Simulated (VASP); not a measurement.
# TiO2 (P2_1/c) in VASP: further runs, part 2 of 2

VASP 6.6.1. The steps go on from the part before.

## (3) Electric field gradients, PBE

INCAR reads:

```
ALGO = Normal
EDIFF = 1E-8
ENCUT = 520
GGA = PE
ISIF = 2
ISMEAR = -1
LASPH = T
LCHARG = F
LEFG = T
LREAL = F
LWAVE = F
NBANDS = 60
NELM = 80
PREC = Accurate
SIGMA = 0.02
```

KPOINTS reads:

```
k-points
0
Gamma
  7 6 7
```

POSCAR reads:

```
TiO2
1.0
    4.5890000000      0.0000000000      0.0000000000
    0.0000000000      4.8490000000      0.0000000000
   -0.7081993865      0.0000000000      4.6827502206
Ti O
4 8
Direct
    0.3090000000      0.0450000000      0.2180000000
    0.6910000000      0.5450000000      0.2820000000
    0.6910000000      0.9550000000      0.7820000000
    0.3090000000      0.4550000000      0.7180000000
    0.0560000000      0.3470000000      0.2820000000
    0.9440000000      0.8470000000      0.2180000000
    0.9440000000      0.6530000000      0.7180000000
    0.0560000000      0.1530000000      0.7820000000
    0.4250000000      0.7270000000      0.4630000000
    0.5750000000      0.2270000000      0.0370000000
    0.5750000000      0.2730000000      0.5370000000
    0.4250000000      0.7730000000      0.9630000000
```

Potentials or basis: VASP PAW PBE potentials, release 64 (Ti_sv, O).

Run with:

```
$ cat potpaw_PBE.64/Ti_sv/POTCAR potpaw_PBE.64/O/POTCAR > POTCAR
$ mpirun -np 1 vasp_std > vasp.out
```

OUTCAR:

```text
EDIFF = 1E-8
   ENCUT = 520
   GGA = PE
   ISIF = 2
   ISMEAR = -1
   LASPH = T
   LREAL = F
   NELM = 80
   PREC = Accurate

 ion  position               nearest neighbor table
   1  0.309  0.045  0.218-  10 1.82  12 1.92   5 1.92   6 1.93   9 1.96  11 2.11   8 2.27
   2  0.691  0.545  0.282-   9 1.82  11 1.92   6 1.92   5 1.93  10 1.96  12 2.11   7 2.27
   3  0.691  0.955  0.782-  12 1.82  10 1.92   7 1.92   8 1.93  11 1.96   9 2.11   6 2.27
   4  0.309  0.455  0.718-  11 1.82   9 1.92   8 1.92   7 1.93  12 1.96  10 2.11   5 2.27
   5  0.056  0.347  0.282-   1 1.92   2 1.93   4 2.27
   6  0.944  0.847  0.218-   2 1.92   1 1.93   3 2.27
   7  0.944  0.653  0.718-   3 1.92   4 1.93   2 2.27
   8  0.056  0.153  0.782-   4 1.92   3 1.93   1 2.27
   9  0.425  0.727  0.463-   2 1.82   4 1.92   1 1.96   3 2.11
  10  0.575  0.227  0.037-   1 1.82   3 1.92   2 1.96   4 2.11
  11  0.575  0.273  0.537-   4 1.82   2 1.92   3 1.96   1 2.11
  12  0.425  0.773  0.963-   3 1.82   1 1.92   4 1.96   2 2.11

  LATTYP: Found a simple monoclinic cell.
 ALAT       =     4.5890000000
 B/A-ratio  =     1.0566572238
[... 1792 lines left out ...]
   2     -66.802   -12.170    78.973       0.692
   3     -66.802   -12.170    78.973       0.692
   4     -66.802   -12.170    78.973       0.692
   5     -35.996    -1.714    37.711       0.909
   6     -35.996    -1.714    37.711       0.909
   7     -35.996    -1.714    37.711       0.909
   8     -35.996    -1.714    37.711       0.909
   9     -16.242   -11.894    28.136       0.155
  10     -16.242   -11.894    28.136       0.155
  11     -16.242   -11.894    28.136       0.155
  12     -16.242   -11.894    28.136       0.155
----------------------------------------------------------------------

           NMR quadrupolar parameters

 Cq : quadrupolar parameter    Cq=e*Q*V_zz/h
 eta: asymmetry parameters     (V_yy - V_xx)/ V_zz
 Q  : nuclear electric quadrupole moment in mb (millibarn)
----------------------------------------------------------------------
 ion       Cq(MHz)       eta       Q (mb)
----------------------------------------------------------------------
   1       0.191       0.692       1.000
   2       0.191       0.692       1.000
   3       0.191       0.692       1.000
   4       0.191       0.692       1.000
   5       0.091       0.909       1.000
   6       0.091       0.909       1.000
   7       0.091       0.909       1.000
   8       0.091       0.909       1.000
   9       0.068       0.155       1.000
  10       0.068       0.155       1.000
  11       0.068       0.155       1.000
  12       0.068       0.155       1.000
----------------------------------------------------------------------
```

OSZICAR:

```text
N       E                     dE             d eps       ncg     rms          rms(c)
DAV:   1     0.155378963541E+04    0.15538E+04   -0.47434E+04 12048   0.199E+03
DAV:   2     0.189689995087E+03   -0.13641E+04   -0.12884E+04 12132   0.618E+02
DAV:   3    -0.112808820770E+03   -0.30250E+03   -0.29076E+03 15304   0.251E+02
DAV:   4    -0.134995982571E+03   -0.22187E+02   -0.22099E+02 17320   0.737E+01
[... 12 lines left out ...]
DAV:  17    -0.102083694049E+03   -0.11376E-06   -0.72901E-05 17232   0.417E-02    0.814E-03
DAV:  18    -0.102083694324E+03   -0.27575E-06   -0.39787E-06 15152   0.113E-02    0.869E-03
DAV:  19    -0.102083693275E+03    0.10494E-05   -0.37153E-06 18032   0.977E-03    0.722E-04
DAV:  20    -0.102083693317E+03   -0.42095E-07   -0.28393E-07 14100   0.252E-03    0.136E-04
DAV:  21    -0.102083693326E+03   -0.87184E-08   -0.16409E-08  9640   0.630E-04
   1 F= -.10208369E+03 E0= -.10208369E+03  d E =-.234248E-14
```

It took 22 min on 1 thread of Oxide Virtual Turin-like, shared host; peak memory 0.48 GiB.

Results:

```
Free energy                             : -102.0837 eV
Pressure                                : 34.7 GPa
Largest force                           : 6.005 eV/Å
Band gap on the k mesh                  : 1.22 eV (least direct gap 1.24 eV)
Largest electric field gradient by atom : Ti +79.0; O +37.7, +28.1 (each value once) V/Å²
```

Forces on the atoms (eV/Å):
```
Ti  -5.916  0.680  0.768
Ti   5.916  0.680 -0.768
Ti   5.916 -0.680 -0.768
Ti  -5.916 -0.680  0.768
O    1.774  0.008  1.140
O   -1.774  0.008 -1.140
O   -1.774 -0.008 -1.140
O    1.774 -0.008  1.140
O   -0.397  3.377  1.209
O    0.397  3.377 -1.209
O    0.397 -3.377 -1.209
O   -0.397 -3.377  1.209
```

Stress tensor (GPa, compression positive):
```
28.08  0.00 -9.73
 0.00 36.04  0.00
-9.73  0.00 39.85
```

Levels at points of the mesh, in eV from the valence-band top:
```csv
k point,band 46,band 47,band 48,band 49,band 50,band 51
"(0.00, 0.00, 0.00)",-0.25,-0.25,-0.12,1.22,1.88,1.96
"(0.00, 0.50, 0.00)",-0.99,-0.53,-0.53,1.64,1.64,2.30
```

Electric field gradients, principal values (V/Å²):
| atom | least | middle | greatest (by size) |
| --- | --- | --- | --- |
| 1 Ti | -12.170 | -66.802 | 78.973 |
| 2 Ti | -12.170 | -66.802 | 78.973 |
| 3 Ti | -12.170 | -66.802 | 78.973 |
| 4 Ti | -12.170 | -66.802 | 78.973 |
| 5 O | -1.714 | -35.996 | 37.711 |
| 6 O | -1.714 | -35.996 | 37.711 |
| 7 O | -1.714 | -35.996 | 37.711 |
| 8 O | -1.714 | -35.996 | 37.711 |
| 9 O | -11.894 | -16.242 | 28.136 |
| 10 O | -11.894 | -16.242 | 28.136 |
| 11 O | -11.894 | -16.242 | 28.136 |
| 12 O | -11.894 | -16.242 | 28.136 |

Caveat: the cell stands under pressure; without QUAD_EFG the Cq values of the log hold for a quadrupole moment of 1 mb, not for the nuclei; an odd mesh through Γ misses points on the zone boundary, where band edges can lie; forces of over 1 eV/Å act on the atoms, so gaps and moduli don't describe the material at rest.
